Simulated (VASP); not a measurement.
# SnSe2 (P-3m1) in VASP: a series of runs

Runs on SnSe2. Level: PBE+D3(BJ). Tasks: single point.

Program: VASP 6.6.1. These are calculated values, not measurements. Logs are shortened: lines on timing, memory, paths and dates and some standing lists are left out, and cuts for length are marked.

### Step 1. The cell of the first run

The structure is trigonal, space group P-3m1 (No. 164). Conventional cell: a = 3.839 Å, b = 3.839 Å, c = 16.523 Å, α = 90.00°, β = 90.00°, γ = 120.00°. Sn (site symmetry 3m) has 6 Se at 2.73 Å within 3.6 Å. Se (site symmetry 3m) has 3 Sn at 2.73 Å within 3.6 Å. Se (site symmetry 3m) has 3 Sn at 2.73 Å and 3 Se at 3.59 Å within 3.6 Å.

### Step 2. Single point, PBE+D3(BJ) (the distance across one plane changed)

Contents of INCAR:

```
  ALGO = Normal
  EDIFF = 1E-6
  ENCUT = 520
  GGA = PE
  ISIF = 2
  ISMEAR = 0
  IVDW = 12
  LASPH = True
  LCHARG = False
  LREAL = False
  LWAVE = False
  NBANDS = 35
  NELM = 100
  PREC = Accurate
  SIGMA = 0.03
```

Contents of KPOINTS:

```
k-points
0
Gamma
  10 10 3
```

Contents of POSCAR:

```
SnSe2
1.0
   -3.8390485956      0.0000000000      0.0000000000
   -1.9195242978     -3.3247136102      0.0000000000
    0.0000000000      0.0000000000     16.5232622210
Sn Se
2 4
Direct
    0.0000000000      0.0000000000      0.5457425141
    0.0000000000      0.0000000000      0.1819141714
    0.3333333333      0.3333333333      0.6422126892
    0.3333333333      0.3333333333      0.2783843465
    0.6666666667      0.6666666667      0.0854439963
    0.6666666667      0.6666666667      0.4492723390
```

Potentials or basis: VASP PAW PBE potentials, release 64 (Sn_d, Se).

Run with:

```bash
$ cat potpaw_PBE.64/Sn_d/POTCAR potpaw_PBE.64/Se/POTCAR > POTCAR
$ mpirun -np 1 vasp_std > vasp.out
```

OUTCAR:

```text
EDIFF = 1E-6
   ENCUT = 520
   GGA = PE
   ISIF = 2
   ISMEAR = 0
   IVDW = 12
   LASPH = True
   LREAL = False
   NELM = 100
   PREC = Accurate
 IVDW          = 12

 ion  position               nearest neighbor table
   1  0.000  0.000  0.546-   3 2.73   6 2.73   6 2.73   3 2.73   3 2.73   6 2.73
   2  0.000  0.000  0.182-   4 2.73   5 2.73   4 2.73   5 2.73   4 2.73   5 2.73
   3  0.333  0.333  0.642-   1 2.73   1 2.73   1 2.73
   4  0.333  0.333  0.278-   2 2.73   2 2.73   2 2.73
   5  0.667  0.667  0.085-   2 2.73   2 2.73   2 2.73
   6  0.667  0.667  0.449-   1 2.73   1 2.73   1 2.73

  LATTYP: Found a hexagonal cell.
 ALAT       =     3.8390485956
 C/A-ratio  =     4.3039992356

  Lattice vectors:

 A1 = (   1.9195242978,   3.3247136102,   0.0000000000)
 A2 = (  -3.8390485956,   0.0000000000,   0.0000000000)
 A3 = (   0.0000000000,   0.0000000000,  16.5232622210)

Analysis of symmetry for initial positions (statically):
=====================================================================
 Subroutine PRICEL returns:
 Original cell was already a primitive cell.

 Routine SETGRP: Setting up the symmetry group for a
 hexagonal supercell.

 Subroutine GETGRP returns: Found 12 space group operations
 (whereof  6 operations were pure point group operations)
 out of a pool of 24 trial point group operations.

The static configuration has the point symmetry C_3v.
 The point group associated with its full space group is D_3d.

Analysis of symmetry for dynamics (positions and initial velocities):
=====================================================================
 Subroutine PRICEL returns:
 Original cell was already a primitive cell.

 Routine SETGRP: Setting up the symmetry group for a
 hexagonal supercell.

 Subroutine GETGRP returns: Found 12 space group operations
 (whereof  6 operations were pure point group operations)
 out of a pool of 24 trial point group operations.

The dynamic configuration has the point symmetry C_3v.
 The point group associated with its full space group is D_3d.

 Subroutine INISYM returns: Found 12 space group operations
 (whereof  6 operations are pure point group operations),
 and found     1 'primitive' translations

----------------------------------------------------------------------------------------

                                     Primitive cell

  volume of cell :     210.8986

  direct lattice vectors                    reciprocal lattice vectors
    -3.839048596  0.000000000  0.000000000    -0.260481204  0.150388893  0.000000000
    -1.919524298 -3.324713610  0.000000000     0.000000000 -0.300777786  0.000000000
     0.000000000  0.000000000 16.523262221     0.000000000  0.000000000  0.060520737

  length of vectors
     3.839048596  3.839048596 16.523262221     0.300777786  0.300777786  0.060520737

  position of ions in fractional coordinates (direct lattice)
     0.000000000  0.000000000  0.545742514
     0.000000000  0.000000000  0.181914171
     0.333333333  0.333333333  0.642212689
     0.333333333  0.333333333  0.278384346
     0.666666667  0.666666667  0.085443996
     0.666666667  0.666666667  0.449272339

  ion indices of the primitive-cell ions
   primitive index   ion index
                 1           1
                 2           2
                 3           3
                 4           4
                 5           5
                 6           6

----------------------------------------------------------------------------------------

 KPOINTS: k-points

Automatic generation of k-mesh.
 Grid dimensions read from file:
 generate k-points for:   10   10    3

 Generating k-lattice:

  Cartesian coordinates                     Fractional coordinates (reciprocal lattice)
    -0.026048120  0.015038889  0.000000000     0.100000000  0.000000000  0.000000000
     0.000000000 -0.030077779  0.000000000     0.000000000  0.100000000  0.000000000
     0.000000000  0.000000000  0.020173579     0.000000000  0.000000000  0.333333333

  Length of vectors
     0.030077779  0.030077779  0.020173579

  Shift w.r.t. Gamma in fractional coordinates (k-lattice)
     0.000000000  0.000000000  0.000000000

 Subroutine IBZKPT returns following result:
 ===========================================

 Found     36 irreducible k-points:

 Following reciprocal coordinates:
            Coordinates               Weight
  0.000000  0.000000  0.000000      1.000000
  0.100000  0.000000  0.000000      6.000000
  0.200000  0.000000  0.000000      6.000000
  0.300000  0.000000  0.000000      6.000000
  0.400000  0.000000  0.000000      6.000000
  0.500000  0.000000  0.000000      3.000000
[... 16 lines left out ...]
  0.400000  0.400000  0.333333      6.000000
  0.500000  0.000000  0.333333      6.000000
 [... further k-points ...]
   k-points           NKPTS =     36   k-points in BZ     NKDIM =     36   number of bands    NBANDS=     35
   number of dos      NEDOS =    301   number of ions     NIONS =      6
[... 32 lines left out ...]
   EFERMI_NEDOS =   21; number of points for ismear=-14 and -15
   IALGO  =     38    algorithm
   IMIX   =      4    mixing-type and parameters
     AMIX     =   0.40;   BMIX     =  1.00
     AMIX_MAG =   1.60;   BMIX_MAG =  1.00
  volume/ion in A,a.u.               =      35.15       237.20
  Fermi-wavevector in a.u.,A,eV,Ry     =   1.026561  1.939919 14.338191  1.053827
  Thomas-Fermi vector in A             =   2.160460
   LORBIT       =      0    0 simple, 1 ext, 2 COOP (PROOUT), +10 PAW based schemes
   GGA     = PE    functional components
   LHFCALC =     F    Hartree Fock is set to
   AEXX    =    0.0000 exact exchange contribution
   IVDW    =    12    specifies the selected vdW correction
   LEPSILON=     F    determine dielectric tensor
   LRPA    =     F    only Hartree local field effects (RPA)
 non-spin polarized calculation
 Gauss-broadening in eV      SIGMA  =   0.03
  energy-cutoff  :      520.00
  volume of cell :      210.90
 maximum number of plane-waves:      5728
 NGX is ok and might be reduce to    30
   NGX = 15   NGY = 15   NGZ = 61

 number of electron      51.9999994 magnetization

 Free energy of the ion-electron system (eV)
  ---------------------------------------------------
  ext. energy  EPLUGINS =         0.00000000
  ---------------------------------------------------
  free energy    TOTEN  =       -23.67088249 eV

  energy without entropy =      -23.67088249  energy(sigma->0) =      -23.67088249

 E-fermi :   1.6255     XC(G=0):  -7.5083

 val. band max:        1.4153098212   @ k =   0.1000   0.0000   0.3333
 cond. band min:       2.0930916915   @ k =   0.5000   0.0000   0.3333
 fundamental gap:      0.6777818704
 Fermi energy:         1.6255289404

 k-point     1 :       0.0000    0.0000    0.0000
  band No.  band energies     occupation
      1     -19.7570      2.00000
      2     -19.7570      2.00000
      3     -19.7570      2.00000
      4     -19.7570      2.00000
      5     -19.7214      2.00000
      6     -19.7213      2.00000
[... 27 lines left out ...]
     34       6.0568      0.00000
     35       6.7012      0.00000

 k-point     2 :       0.1000    0.0000    0.0000
  band No.  band energies     occupation
      1     -19.7607      2.00000
      2     -19.7606      2.00000
      3     -19.7535      2.00000
      4     -19.7534      2.00000
      5     -19.7189      2.00000
      6     -19.7188      2.00000
[... 27 lines left out ...]
     34       6.2889      0.00000
     35       6.9213      0.00000

 k-point     3 :       0.2000    0.0000    0.0000
  band No.  band energies     occupation
      1     -19.7714      2.00000
      2     -19.7714      2.00000
      3     -19.7452      2.00000
      4     -19.7452      2.00000
      5     -19.7204      2.00000
      6     -19.7204      2.00000
[... 27 lines left out ...]
     34       6.7840      0.00000
     35       7.4346      0.00000
[... 723 lines left out ...]
 k-point    23 :       0.4000    0.4000    0.3333
  band No.  band energies     occupation
      1     -19.7989      2.00000
      2     -19.7988      2.00000
      3     -19.7358      2.00000
      4     -19.7358      2.00000
      5     -19.7315      2.00000
      6     -19.7314      2.00000
[... 27 lines left out ...]
     34       7.3329      0.00000
     35       7.4333      0.00000

 k-point    24 :       0.5000    0.0000    0.3333
  band No.  band energies     occupation
      1     -19.8038      2.00000
      2     -19.8037      2.00000
      3     -19.7354      2.00000
      4     -19.7353      2.00000
      5     -19.7332      2.00000
      6     -19.7331      2.00000
[... 27 lines left out ...]
     34       7.1391      0.00000
     35       7.3653      0.00000

 [... further k-points ...]

------------------------ aborting loop because EDIFF is reached ----------------------------------------

 Edisp (eV)   -1.85790

 E8    (eV) :    -0.8311

  FORCE on cell =-STRESS in cart. coord.  units (eV):
  Direction    XX          YY          ZZ          XY          YZ          ZX
  --------------------------------------------------------------------------------------
  -------------------------------------------------------------------------------------
  Total      -0.15226    -0.15226    -0.03839     0.00000    -0.00000     0.00000
  in kB      -1.15673    -1.15673    -0.29162     0.00000    -0.00000     0.00000
  external pressure =       -0.87 kB  Pullay stress =        0.00 kB

 VOLUME and BASIS-vectors are now :
 -----------------------------------------------------------------------------
  energy-cutoff  :      520.00
  volume of cell :      210.90
      direct lattice vectors                 reciprocal lattice vectors
    -3.839048596  0.000000000  0.000000000    -0.260481204  0.150388893  0.000000000
    -1.919524298 -3.324713610  0.000000000     0.000000000 -0.300777786  0.000000000
     0.000000000  0.000000000 16.523262221     0.000000000  0.000000000  0.060520737

 POSITION                                       TOTAL-FORCE (eV/Angst)
 -----------------------------------------------------------------------------------
      0.00000      0.00000      9.01745        -0.000000     -0.000000      0.009188
      0.00000      0.00000      3.00582         0.000000      0.000000     -0.009188
     -1.91952     -1.10824     10.61145        -0.000000      0.000000      0.025632
     -1.91952     -1.10824      4.59982        -0.000000     -0.000000      0.035968
     -3.83905     -2.21648      1.41181         0.000000      0.000000     -0.025632
     -3.83905     -2.21648      7.42344         0.000000      0.000000     -0.035968
 -----------------------------------------------------------------------------------
    total drift:                               -0.000000     -0.000000      0.000171

  FREE ENERGIE OF THE ION-ELECTRON SYSTEM (eV)
  ---------------------------------------------------
  free  energy   TOTEN  =       -25.5287863351 eV

  energy  without entropy=      -25.5287863351  energy(sigma->0) =      -25.52878634
```

Wall time 6.4 min (1 thread of Intel Xeon Platinum 8259CL at 2.50GHz (Skylake/Cascade Lake), shared host); peak memory 0.47 GiB.

Results:

```yaml
Free_energy: -25.5288 eV
Pressure: -0.1 GPa
Largest_force: 0.036 eV/Å
Band_gap_on_the_k_mesh: 0.68 eV (least direct gap 0.94 eV)
Dispersion_energy_per_atom: -0.310 eV
```

Forces in eV/Å, atoms in the order of the input:
```
Sn   0.000  0.000  0.009
Sn   0.000  0.000 -0.009
Se   0.000  0.000  0.026
Se   0.000  0.000  0.036
Se   0.000  0.000 -0.026
Se   0.000  0.000 -0.036
```

Caveat: the cell differs from its parent crystal (the distance across one plane changed); spin-orbit coupling is left out, which moves the levels of the heavy elements; an odd mesh through Γ misses points on the zone boundary, where band edges can lie.

### Step 3. Single point, PBE+D3(BJ) (the distance across one plane changed)

Contents of INCAR:

```
ALGO     = Normal         # electronic algorithm
EDIFF    = 1E-7           # SCF threshold, eV
ENCUT    = 520            # plane-wave cutoff, eV
GGA      = PE             # functional
ISIF     = 2              # what is computed and relaxed
ISMEAR   = 0              # smearing method
IVDW     = 12             # dispersion correction
LASPH    = T              # aspherical terms in the spheres
LCHARG   = F              # write CHGCAR
LREAL    = F              # projectors in reciprocal space
LWAVE    = F              # write WAVECAR
NBANDS   = 35             # bands
NELM     = 100            # most SCF steps
PREC     = Accurate       # precision mode
SIGMA    = 0.03           # smearing width, eV
```

KPOINTS is that of step 2.

Contents of POSCAR:

```
SnSe2
1.0
   -3.8390485956      0.0000000000      0.0000000000
   -1.9195242978     -3.3247136102      0.0000000000
    0.0000000000      0.0000000000     18.0232622210
Sn Se
2 4
Direct
    0.0000000000      0.0000000000      0.5003226694
    0.0000000000      0.0000000000      0.1667742231
    0.3333333333      0.3333333333      0.5887640392
    0.3333333333      0.3333333333      0.2552155930
    0.6666666667      0.6666666667      0.0783328533
    0.6666666667      0.6666666667      0.4118812996
```

Potentials or basis: VASP PAW PBE potentials, release 64 (Sn_d, Se).

Run with:

```bash
$ cat potpaw_PBE.64/Sn_d/POTCAR potpaw_PBE.64/Se/POTCAR > POTCAR
$ mpirun -np 1 vasp_std > vasp.out
```

It took 8.6 min on 1 thread of Intel Xeon Platinum 8259CL at 2.50GHz (Skylake/Cascade Lake), shared host; peak memory 0.49 GiB.

The run converged. Its results:

* Free energy: -25.5166 eV
* Largest force: 0.036 eV/Å
* Band gap on the k mesh: 0.68 eV (least direct gap 0.94 eV)
* Dispersion energy per atom: -0.308 eV

Forces on the atoms (eV/Å):
```
Sn   0.000  0.000  0.007
Sn   0.000  0.000 -0.007
Se   0.000  0.000  0.022
Se   0.000  0.000  0.036
Se   0.000  0.000 -0.022
Se   0.000  0.000 -0.036
```

Levels at points of the mesh, in eV from the valence-band top:
```tsv
k point	band 24	band 25	band 26	band 27	band 28	band 29
(0.00, 0.00, 0.00)	-0.20	-0.09	-0.09	1.27	2.15	3.03
(0.50, 0.00, 0.00)	-0.68	-0.56	-0.26	0.68	1.01	3.89
```

Caveat: the cell differs from its parent crystal (the distance across one plane changed); spin-orbit coupling is left out, which moves the levels of the heavy elements.

### Step 4. Single point, PBE+D3(BJ) (the distance across one plane changed)

Contents of INCAR:

```
SYSTEM = SnSe2
  PREC = Accurate
  ENCUT = 520
  EDIFF = 1E-6
  ISMEAR = 0
  SIGMA = 0.03
  LREAL = .FALSE.
  LASPH = .TRUE.
  NELM = 80
  ALGO = Normal
  ISIF = 2
  LWAVE = .FALSE.
  LCHARG = .FALSE.
  GGA = PE
  IVDW = 12
  NBANDS = 35
```

Contents of KPOINTS:

```
regular mesh
0
G
  10 10 3
  0 0 0
```

Contents of POSCAR:

```
SnSe2
1.0
   -3.8390485956      0.0000000000      0.0000000000
   -1.9195242978     -3.3247136102      0.0000000000
    0.0000000000      0.0000000000     13.0232622210
Sn Se
2 4
Direct
    0.0000000000      0.0000000000      0.6924107426
    0.0000000000      0.0000000000      0.2308035809
    0.3333333333      0.3333333333      0.8148072645
    0.3333333333      0.3333333333      0.3532001028
    0.6666666667      0.6666666667      0.1084070590
    0.6666666667      0.6666666667      0.5700142207
```

Run with:

```bash
$ cat potpaw_PBE.64/Sn_d/POTCAR potpaw_PBE.64/Se/POTCAR > POTCAR
$ mpirun -np 1 vasp_std > vasp.out
```

It took 1.8 min on 1 thread of AMD EPYC 9R45 (Zen 5), shared host; peak memory 0.35 GiB.

The run converged. Its results:

```yaml
Free_energy: -25.7024 eV
Pressure: -0.3 GPa
Largest_force: 0.100 eV/Å
Band_gap_on_the_k_mesh: 0.66 eV (least direct gap 0.94 eV)
Dispersion_energy_per_atom: -0.337 eV
```

Forces in eV/Å, atoms in the order of the input:
```
Sn   0.000  0.000  0.033
Sn   0.000  0.000 -0.033
Se   0.000  0.000  0.100
Se   0.000  0.000  0.030
Se   0.000  0.000 -0.100
Se   0.000  0.000 -0.030
```

Stress tensor (GPa, compression positive):
```
-0.25  0.00  0.00
 0.00 -0.25  0.00
 0.00  0.00 -0.53
```

Levels at points of the mesh, in eV from the valence-band top:
```csv
k point,band 24,band 25,band 26,band 27,band 28,band 29
"(0.00, 0.00, 0.00)",-0.22,-0.09,-0.09,1.04,2.34,3.01
"(0.50, 0.00, 0.00)",-0.74,-0.59,-0.24,0.69,1.10,3.79
```

Caveat: the cell differs from its parent crystal (the distance across one plane changed); spin-orbit coupling is left out, which moves the levels of the heavy elements; an odd mesh through Γ misses points on the zone boundary, where band edges can lie.

### Step 5. Single point, PBE+D3(BJ) (the distance across one plane changed)

Contents of INCAR:

```
PREC = Accurate
ENCUT = 520
EDIFF = 1E-6
ISMEAR = 0
SIGMA = 0.03
LREAL = False
LASPH = True
NELM = 100
ALGO = Normal
ISIF = 2
LWAVE = False
LCHARG = False
GGA = PE
IVDW = 12
NBANDS = 35
```

Contents of KPOINTS:

```
regular mesh
0
Gamma
  10 10 3
```

Contents of POSCAR:

```
SnSe2
1.0
   -3.8390485956      0.0000000000      0.0000000000
   -1.9195242978     -3.3247136102      0.0000000000
    0.0000000000      0.0000000000     13.5232622210
Sn Se
2 4
Direct
    0.0000000000      0.0000000000      0.6668100136
    0.0000000000      0.0000000000      0.2222700045
    0.3333333333      0.3333333333      0.7846811289
    0.3333333333      0.3333333333      0.3401411198
    0.6666666667      0.6666666667      0.1043988893
    0.6666666667      0.6666666667      0.5489388984
```

Run with:

```bash
$ cat potpaw_PBE.64/Sn_d/POTCAR potpaw_PBE.64/Se/POTCAR > POTCAR
$ mpirun -np 1 vasp_std > vasp.out
```

Wall time 1.9 min (1 thread of AMD EPYC 9R45 (Zen 5), shared host); peak memory 0.37 GiB.

The run converged. Its results:

```yaml
Free_energy: -25.6483 eV
Pressure: -0.3 GPa
Largest_force: 0.084 eV/Å
Band_gap_on_the_k_mesh: 0.67 eV (least direct gap 0.94 eV)
Dispersion_energy_per_atom: -0.328 eV
```

Forces in eV/Å, atoms in the order of the input:
```
Sn   0.000  0.000  0.026
Sn   0.000  0.000 -0.026
Se   0.000  0.000  0.084
Se   0.000  0.000  0.032
Se   0.000  0.000 -0.084
Se   0.000  0.000 -0.032
```

Stress tensor (GPa, compression positive):
```
-0.22  0.00  0.00
 0.00 -0.22  0.00
 0.00  0.00 -0.44
```

Levels at points of the mesh, in eV from the valence-band top:
```csv
k point,band 22,band 23,band 24,band 25,band 26,band 27,band 28,band 29,band 30,band 31
"(0.00, 0.00, 0.00)",-0.42,-0.21,-0.21,-0.09,-0.09,1.10,2.27,3.02,3.14,4.44
"(0.50, 0.00, 0.00)",-2.06,-1.10,-0.71,-0.57,-0.25,0.68,1.06,3.83,4.19,4.79
```

Caveat: the cell differs from its parent crystal (the distance across one plane changed); spin-orbit coupling is left out, which moves the levels of the heavy elements; an odd mesh through Γ misses points on the zone boundary, where band edges can lie.

### Step 6. Overview

```csv
cell,gap on the mesh (eV),pressure (GPa),largest force (eV/Å)
"a = 3.839, b = 3.839, c = 16.523 Å, angles 90.0, 90.0, 60.0°, 6 atoms",0.68,-0.1,0.04
"a = 3.839, b = 3.839, c = 18.023 Å, angles 90.0, 90.0, 60.0°, 6 atoms",0.68,-,0.04
"a = 3.839, b = 3.839, c = 13.023 Å, angles 90.0, 90.0, 60.0°, 6 atoms",0.66,-0.3,0.10
"a = 3.839, b = 3.839, c = 13.523 Å, angles 90.0, 90.0, 60.0°, 6 atoms",0.67,-0.3,0.08
```

Alike in all rows: task single point; level PBE+D3(BJ); potentials or basis VASP PAW PBE potentials, release 64 (Sn_d, Se); no spin polarisation; k mesh 10 × 10 × 3; cutoff (eV) 520; smearing gaussian 0.03 eV.

Caveats: spin-orbit coupling is left out, which moves the levels of the heavy elements; an odd mesh through Γ misses points on the zone boundary, where band edges can lie (at least some runs).

Total energies depend on the potentials used, so only differences within one code and one set of settings carry meaning.
